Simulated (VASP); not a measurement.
# Cs3BPb4Br12 (a cell with a defect) in VASP: single point with PBEsol

Aim: the single point of Cs3BPb4Br12 (a cell with a defect) with PBEsol.

Program: VASP 6.6.1. These are calculated values, not measurements. Logs are shortened: lines on timing, memory, paths and dates and some standing lists are left out, and cuts for length are marked.

## 1. The cell of the first run

The cell holds a defect, 40 atoms: a = 11.763 Å, b = 11.763 Å, c = 11.763 Å, α = 90.00°, β = 90.00°, γ = 90.00°.

## 2. Single point, PBEsol

Contents of INCAR:

```
ALGO = Normal ; EDIFF = 1E-6
ENCUT = 420 ; GGA = PS
GGA_COMPAT = False ; ISIF = 2
ISMEAR = -1 ; ISYM = -1
LASPH = True ; LCHARG = False
LREAL = Auto ; LWAVE = False
NBANDS = 196 ; NELM = 120
PREC = Accurate ; SIGMA = 0.05
```

Contents of KPOINTS:

```
explicit points
1
Reciprocal
  0.25000000   0.25000000   0.25000000 1
```

Contents of POSCAR:

```
Cs3BPb4Br12
1.0
   11.7633300000      0.0000000000      0.0000000000
    0.0000000000     11.7633300000      0.0000000000
    0.0000000000      0.0000000000     11.7633300000
B Cs Pb Br
2 6 8 24
Direct
    0.0736480000      0.8779520000      0.0864730000
    0.5782460000      0.6234380000      0.5789380000
    0.0088040000      0.0539650000      0.5003350000
    0.0367530000      0.4663860000      0.0004450000
    0.9454920000      0.5052870000      0.4941200000
    0.4472700000      0.9946400000      0.9954070000
    0.5338810000      0.0344040000      0.5026830000
    0.5149940000      0.4532810000      0.0004290000
    0.2549480000      0.2420830000      0.2427180000
    0.2579360000      0.2470270000      0.7423280000
    0.2561830000      0.7303890000      0.2690870000
    0.2364300000      0.7392030000      0.7441820000
    0.7578690000      0.2512420000      0.2406760000
    0.7548350000      0.2602580000      0.7432010000
    0.7334700000      0.7584080000      0.2444740000
    0.7579110000      0.7683230000      0.7693620000
    0.2409660000      0.2284880000      0.9912510000
    0.2768440000      0.2212020000      0.4895410000
    0.2326560000      0.7672890000      0.0118770000
    0.1733050000      0.7277540000      0.5047390000
    0.7783770000      0.2830100000      0.9896660000
    0.7474410000      0.2623060000      0.4912840000
    0.6696390000      0.7617600000      0.0026630000
    0.7369580000      0.7376150000      0.5103670000
    0.0075100000      0.2881440000      0.2737460000
    0.0061330000      0.2937470000      0.7166510000
    0.0029240000      0.7285520000      0.2041460000
    0.9933160000      0.6869640000      0.7738570000
    0.5059890000      0.2082110000      0.2146490000
    0.5075910000      0.2145630000      0.7766930000
    0.4920040000      0.8140780000      0.2739150000
    0.5044990000      0.7669020000      0.6977370000
    0.1862650000      0.9737340000      0.2318900000
    0.2466430000      0.9922400000      0.7296690000
    0.2819010000      0.4857660000      0.2095190000
    0.2818570000      0.4971910000      0.7911730000
    0.7810410000      0.0013880000      0.2858590000
    0.7784340000      0.0140530000      0.7160270000
    0.7411570000      0.5064910000      0.2361000000
    0.6906660000      0.5246110000      0.7261250000
```

Potentials or basis: VASP PAW PBE potentials, release 64 (B, Cs_sv, Pb_d, Br).

On the command line:

```sh
cat potpaw_PBE.64/B/POTCAR potpaw_PBE.64/Cs_sv/POTCAR potpaw_PBE.64/Pb_d/POTCAR potpaw_PBE.64/Br/POTCAR > POTCAR
mpirun -np 1 vasp_std > vasp.out
```

OUTCAR:

```text
EDIFF = 1E-6
   ENCUT = 420
   GGA = PS
   ISIF = 2
   ISMEAR = -1
   ISYM = -1
   LASPH = True
   LREAL = Auto
   NELM = 120
   PREC = Accurate

 ion  position               nearest neighbor table
   1  0.074  0.878  0.086-  27 2.39  33 2.44  19 2.44
   2  0.578  0.623  0.579-  32 2.36  24 2.44  40 2.47
   3  0.009  0.054  0.500-
   4  0.037  0.466  0.000-
   5  0.945  0.505  0.494-
   6  0.447  0.995  0.995-
   7  0.534  0.034  0.503-
   8  0.515  0.453  0.000-
   9  0.255  0.242  0.243-  35 2.91  18 2.93  17 2.97  25 2.98  29 3.00  33 3.26
  10  0.258  0.247  0.742-  17 2.94  30 2.99  18 3.00  34 3.00  36 3.01  26 3.03
  11  0.256  0.730  0.269-  20 2.94  31 2.94  35 2.98  33 3.01  19 3.07  27 3.08
  12  0.236  0.739  0.744-  20 2.92  28 2.95  36 2.95  34 2.98  19 3.17  32 3.22
  13  0.758  0.251  0.241-  22 2.95  21 2.99  25 2.99  37 3.00  39 3.01  29 3.02
  14  0.755  0.260  0.743-  21 2.92  38 2.93  22 2.96  30 2.98  26 3.00  40 3.21
  15  0.733  0.758  0.244-  31 2.94  23 2.94  37 2.95  39 2.97  24 3.14  27 3.22
  16  0.758  0.768  0.769-  28 2.93  23 2.94  38 2.97  40 3.02  24 3.08  32 3.10
  17  0.241  0.228  0.991-  10 2.94   9 2.97
[... 9 lines left out ...]
  27  0.003  0.729  0.204-   1 2.39  11 3.08  15 3.22
  28  0.993  0.687  0.774-  16 2.93  12 2.95
  29  0.506  0.208  0.215-   9 3.00  13 3.02
  30  0.508  0.215  0.777-  14 2.98  10 2.99
  31  0.492  0.814  0.274-  15 2.94  11 2.94
  32  0.504  0.767  0.698-   2 2.36  16 3.10  12 3.22
  33  0.186  0.974  0.232-   1 2.44  11 3.01   9 3.26
  34  0.247  0.992  0.730-  12 2.98  10 3.00
  35  0.282  0.486  0.210-   9 2.91  11 2.98
  36  0.282  0.497  0.791-  12 2.95  10 3.01
  37  0.781  0.001  0.286-  15 2.95  13 3.00
  38  0.778  0.014  0.716-  14 2.93  16 2.97
  39  0.741  0.506  0.236-  15 2.97  13 3.01
  40  0.691  0.525  0.726-   2 2.47  16 3.02  14 3.21

IMPORTANT INFORMATION: All symmetrisations will be switched off!
NOSYMM: (Re-)initialisation of all symmetry stuff for point group C_1.

----------------------------------------------------------------------------------------

                                     Primitive cell

  volume of cell :    1627.7618

  direct lattice vectors                    reciprocal lattice vectors
    11.763330000  0.000000000  0.000000000     0.085009942  0.000000000  0.000000000
     0.000000000 11.763330000  0.000000000     0.000000000  0.085009942  0.000000000
     0.000000000  0.000000000 11.763330000     0.000000000  0.000000000  0.085009942

  length of vectors
    11.763330000 11.763330000 11.763330000     0.085009942  0.085009942  0.085009942

[... 120 lines left out ...]
   ISIF   =      2    stress and relaxation
   ISYM   =     -1    0-nonsym 1-usesym 2-fastsym
   POTIM  = 0.5000    time-step for ionic-motion
   TEBEG  =    0.0;   TEEND  =   0.0 temperature during run
   PSTRESS=    0.0 pullay stress
   NELECT =     340.0000    total number of electrons
   NUPDOWN=      -1.0000    fix difference up-down
   EMIN   =  10.00;   EMAX   =-10.00  energy-range for DOS
   EFERMI =   0.00;   METHOD = LEGACY
   ISMEAR =    -1;   SIGMA  =   0.05  broadening in eV -4-tet -1-fermi 0-gaus
   EFERMI_NEDOS =   21; number of points for ismear=-14 and -15
   IALGO  =     38    algorithm
   IMIX   =      4    mixing-type and parameters
     AMIX     =   0.40;   BMIX     =  1.00
     AMIX_MAG =   1.60;   BMIX_MAG =  1.00
  volume/ion in A,a.u.               =      40.69       274.62
  Fermi-wavevector in a.u.,A,eV,Ry     =   0.971339  1.835565 12.837091  0.943500
  Thomas-Fermi vector in A             =   2.101548
   LORBIT       =      0    0 simple, 1 ext, 2 COOP (PROOUT), +10 PAW based schemes
   GGA     = PS    functional components
   LHFCALC =     F    Hartree Fock is set to
   AEXX    =    0.0000 exact exchange contribution
   IVDW    =     0    specifies the selected vdW correction
   LEPSILON=     F    determine dielectric tensor
   LRPA    =     F    only Hartree local field effects (RPA)
 non-spin polarized calculation
  energy-cutoff  :      420.00
  volume of cell :     1627.76
 maximum number of plane-waves:     31877
 NGX is ok and might be reduce to    80
   NGX = 39   NGY = 39   NGZ = 39

 number of electron     339.9999981 magnetization

 Free energy of the ion-electron system (eV)
  ---------------------------------------------------
  ext. energy  EPLUGINS =         0.00000000
  ---------------------------------------------------
  free energy    TOTEN  =      -132.81015536 eV

  energy without entropy =     -132.81015535  energy(sigma->0) =     -132.81015536

 E-fermi :   1.5805     XC(G=0):  -7.5335

 val. band max:        0.5917140771   @ k =   0.2500   0.2500   0.2500
 cond. band min:       2.5517309067   @ k =   0.2500   0.2500   0.2500
 fundamental gap:      1.9600168297
 Fermi energy:         1.5805409779

 k-point     1 :       0.2500    0.2500    0.2500
  band No.  band energies     occupation
      1     -20.3451      2.00000
      2     -20.3206      2.00000
      3     -20.2948      2.00000
      4     -20.2868      2.00000
      5     -20.2679      2.00000
      6     -20.2390      2.00000
[... 174 lines left out ...]
    181       3.3877      0.00000
    182       3.4292      0.00000
 [bands above 182 left out]

------------------------ aborting loop because EDIFF is reached ----------------------------------------

  FORCE on cell =-STRESS in cart. coord.  units (eV):
  Direction    XX          YY          ZZ          XY          YZ          ZX
  --------------------------------------------------------------------------------------
  -------------------------------------------------------------------------------------
  Total       -6.1100650     -5.5326307     -3.7081509     -0.1923673     -0.0584464      0.0244069
  in kB       -6.0140297     -5.4456713     -3.6498678     -0.1893438     -0.0575278      0.0240233
  external PRESSURE =      -5.0365230 kB  Pullay stress =       0.0000000 kB

 VOLUME and BASIS-vectors are now :
 -----------------------------------------------------------------------------
  energy-cutoff  :      420.00
  volume of cell :     1627.76
      direct lattice vectors                 reciprocal lattice vectors
    11.763330000  0.000000000  0.000000000     0.085009942  0.000000000  0.000000000
     0.000000000 11.763330000  0.000000000     0.000000000  0.085009942  0.000000000
     0.000000000  0.000000000 11.763330000     0.000000000  0.000000000  0.085009942

 POSITION                                       TOTAL-FORCE (eV/Angst)
 -----------------------------------------------------------------------------------
      0.86635     10.32764      1.01721        -0.006548      0.029675     -0.014414
      6.80210      7.33371      6.81024         0.007131     -0.032943     -0.009645
      0.10356      0.63481      5.88561        -0.000961     -0.008253     -0.000690
      0.43234      5.48625      0.00523        -0.004277      0.000890      0.002784
     11.12213      5.94386      5.81250         0.006355     -0.005701      0.006882
      5.26138     11.70028     11.70930         0.004557     -0.003053     -0.001355
[... 32 lines left out ...]
      8.71847      5.95802      2.77732        -0.004172     -0.011723      0.002840
      8.12453      6.17117      8.54165        -0.008073      0.026005     -0.020717
 -----------------------------------------------------------------------------------
    total drift:                                0.000745      0.002538      0.010469

  FREE ENERGIE OF THE ION-ELECTRON SYSTEM (eV)
  ---------------------------------------------------
  free  energy   TOTEN  =      -132.8101553646 eV

  energy  without entropy=     -132.8101553487  energy(sigma->0) =     -132.81015536
```

OSZICAR:

```text
N       E                     dE             d eps       ncg     rms          rms(c)
DAV:   1     0.300779131631E+04    0.30078E+04   -0.12792E+05   400   0.130E+03
DAV:   2     0.323621017695E+03   -0.26842E+04   -0.26093E+04   484   0.330E+02
DAV:   3    -0.119181807045E+03   -0.44280E+03   -0.44029E+03   520   0.161E+02
DAV:   4    -0.136766422472E+03   -0.17585E+02   -0.17512E+02   464   0.420E+01
DAV:   5    -0.137543416185E+03   -0.77699E+00   -0.77637E+00   504   0.746E+00    0.138E+01
DAV:   6    -0.133177842375E+03    0.43656E+01   -0.71067E+00   608   0.134E+01    0.831E+00
DAV:   7    -0.132786840206E+03    0.39100E+00   -0.58729E+00   576   0.618E+00    0.266E+00
DAV:   8    -0.132802160520E+03   -0.15320E-01   -0.10645E+00   512   0.327E+00    0.104E+00
DAV:   9    -0.132803956826E+03   -0.17963E-02   -0.11789E-01   536   0.110E+00    0.324E-01
DAV:  10    -0.132807290575E+03   -0.33337E-02   -0.13781E-02   472   0.333E-01    0.199E-01
DAV:  11    -0.132809696629E+03   -0.24061E-02   -0.47240E-03   520   0.199E-01    0.767E-02
DAV:  12    -0.132809935864E+03   -0.23923E-03   -0.13669E-03   560   0.103E-01    0.576E-02
DAV:  13    -0.132810076785E+03   -0.14092E-03   -0.28938E-04   464   0.399E-02    0.283E-02
DAV:  14    -0.132810137064E+03   -0.60279E-04   -0.18348E-04   520   0.392E-02    0.179E-02
DAV:  15    -0.132810154698E+03   -0.17634E-04   -0.12461E-04   496   0.220E-02    0.186E-02
DAV:  16    -0.132810154951E+03   -0.25302E-06   -0.18700E-05   448   0.102E-02    0.116E-02
DAV:  17    -0.132810155365E+03   -0.41325E-06   -0.52811E-06   368   0.481E-03
   1 F= -.13281016E+03 E0= -.13281016E+03  d E =-.158525E-07
```

stdout:

```text
POSCAR found type information on POSCAR B CsPbBr
 POSCAR found :  4 types and      40 ions
 scaLAPACK will be used
 -----------------------------------------------------------------------------
|                                                                             |
|                                                                             |
|     You enforced a specific xc type in the INCAR file but a different       |
|     I HOPE YOU KNOW WHAT YOU ARE DOING!                                     |
|                                                                             |
 -----------------------------------------------------------------------------

 LDA part: xc-table for (Slater+PW92), standard interpolation
 POSCAR, INCAR and KPOINTS ok, starting setup
 FFT: planning ... GRIDC
 FFT: planning ... GRID_SOFT
 FFT: planning ... GRID
 WAVECAR not read
 entering main loop
```

Wall time 7.7 min (1 thread of Intel Xeon Platinum 8375C at 2.90GHz (Ice Lake), shared host); peak memory 1 GiB.

What came out:

* Free energy: -132.8102 eV
* Pressure: -0.5 GPa
* Largest force: 0.035 eV/Å
* Band gap on the k mesh: 1.96 eV

Forces in eV/Å, atoms in the order of the input:
```
B   -0.007  0.030 -0.014
B    0.007 -0.033 -0.010
Cs  -0.001 -0.008 -0.001
Cs  -0.004  0.001  0.003
Cs   0.006 -0.006  0.007
Cs   0.005 -0.003 -0.001
Cs  -0.003 -0.002  0.000
Cs  -0.003 -0.002 -0.007
Pb   0.003 -0.003 -0.001
Pb  -0.005 -0.017 -0.007
Pb  -0.003  0.001 -0.003
Pb  -0.010  0.007  0.000
Pb  -0.008  0.014 -0.006
Pb   0.003 -0.003  0.002
Pb   0.004  0.006 -0.007
Pb  -0.008  0.019 -0.008
Br  -0.001  0.000  0.002
Br   0.002  0.000  0.001
Br  -0.004 -0.017  0.025
Br   0.003  0.000 -0.007
Br   0.000 -0.004 -0.001
Br   0.000  0.001  0.002
Br   0.004  0.002  0.000
Br  -0.009  0.013  0.026
Br   0.001  0.003  0.005
Br   0.002 -0.001  0.005
Br   0.021 -0.001 -0.010
Br   0.011 -0.003  0.009
Br   0.006  0.002  0.006
Br   0.005 -0.004 -0.006
Br   0.001  0.004  0.008
Br   0.008  0.002  0.011
Br  -0.006 -0.018 -0.007
Br  -0.007  0.004  0.001
Br  -0.001  0.008  0.010
Br  -0.003  0.011 -0.010
Br  -0.001 -0.007 -0.004
Br  -0.001 -0.009  0.007
Br  -0.004 -0.012  0.003
Br  -0.008  0.026 -0.021
```

Stress tensor (GPa, compression positive):
```
-0.60 -0.02  0.00
-0.02 -0.54 -0.01
 0.00 -0.01 -0.36
```

Levels at points of the mesh, in eV from the valence-band top:
| k point | band 166 | band 167 | band 168 | band 169 | band 170 | band 171 | band 172 | band 173 | band 174 | band 175 |
| --- | --- | --- | --- | --- | --- | --- | --- | --- | --- | --- |
| (0.25, 0.25, 0.25) | -1.22 | -1.15 | -0.92 | -0.04 | 0.00 | 1.96 | 2.13 | 2.21 | 2.27 | 2.29 |

Caveat: the PAW data sets were made with another functional, which shifts forces and pressure a little; spin-orbit coupling is left out, which moves the levels of the heavy elements.
